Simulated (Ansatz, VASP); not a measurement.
**BeTe in VASP and in Ansatz**

The input POSCAR:

```
BeTe
1.0
    0.0000000000      2.8286236274      2.9700548088
    2.8286236274      0.0000000000      2.9700548088
    2.8286236274      2.8286236274      0.0000000000
Be Te
1 1
Direct
    0.0000000000      0.0000000000      0.0000000000
    0.2500000000      0.2500000000      0.2500000000
```

The input INCAR.step1:

```
ALGO = Normal ; EDIFF = 1E-4
ENCUT = 520 ; GGA = PE
ISMEAR = 0 ; LASPH = T
LCHARG = F ; LREAL = F
LWAVE = T ; NBANDS = 11
NELM = 80 ; PREC = Accurate
SIGMA = 0.01
```

File INCAR.step2:

```
ALGO = Normal ; EDIFF = 1E-6
ENCUT = 520 ; ISIF = 2
ISMEAR = 0 ; ISTART = 1
LASPH = T ; LCHARG = T
LELF = T ; LMIXTAU = T
LREAL = F ; LVHAR = T
LWAVE = F ; METAGGA = R2SCAN
NBANDS = 11 ; NELM = 80
PREC = Accurate ; SIGMA = 0.01
```

The input KPOINTS:

```
k-points
0
Gamma
  8 8 8
```

Input for Ansatz:

```yaml
crystal:
  lattice:
    - [0.0, 2.8286236274, 2.9700548088]
    - [2.8286236274, 0.0, 2.9700548088]
    - [2.8286236274, 2.8286236274, 0.0]
  atoms:
    - { symbol: Be, position: [0.0, 0.0, 0.0] }
    - { symbol: Te, position: [0.25, 0.25, 0.25] }
kpoints:
  mp_grid: { grid: [8, 8, 8] }
  band_path:
    path:
      - [0.0, 0.0, 0.0]
      - [-0.5, -0.5, 0.0]
      - [-0.375, -0.375, 0.25]
      - [-0.375, 0.0, 0.375]
      - [0.0, 0.0, 0.5]
      - [-0.5, -0.25, 0.25]
    npoints: 1
hamiltonian:
  xc: r2scan
scf:
  occupations: { method: fixed }
  n_extra_bands: 4
output:
  forces: true
  stress: true
  eigenvalues: true
```

Change from the starting cell: uniaxial_z strain +5.0%.

Alike in both runs: task single point; functional r2SCAN; k mesh 8 × 8 × 8; no spin polarisation.

|  | VASP | Ansatz |
| --- | --- | --- |
| version | VASP 6.6.1 | Ansatz 0.2.0 |
| potentials or method | VASP PAW PBE potentials, release 64 (Be, Te) | plane waves, PAW |
| plane-wave cutoff (eV) | 520 | 500 |
| occupations | gaussian, width 0.01 eV | fixed |
| valence electrons in the cell | 8 | 18 |

```csv
,VASP,Ansatz,Ansatz less VASP
gap on the k mesh at the Fermi level (eV),2.29,2.29,+0.005
pressure (GPa),-2.5,-2.6,-0.11
"traceless stress, the component that is largest in VASP (GPa)",-2.12,-2.13,-0.009
```

VASP's potentials were made for PBE, not for r2SCAN. VASP's potentials hold 8 valence electrons a cell and Ansatz's 18, so a difference there can come from the potentials and not from the codes.

Neither program's run includes spin-orbit coupling.
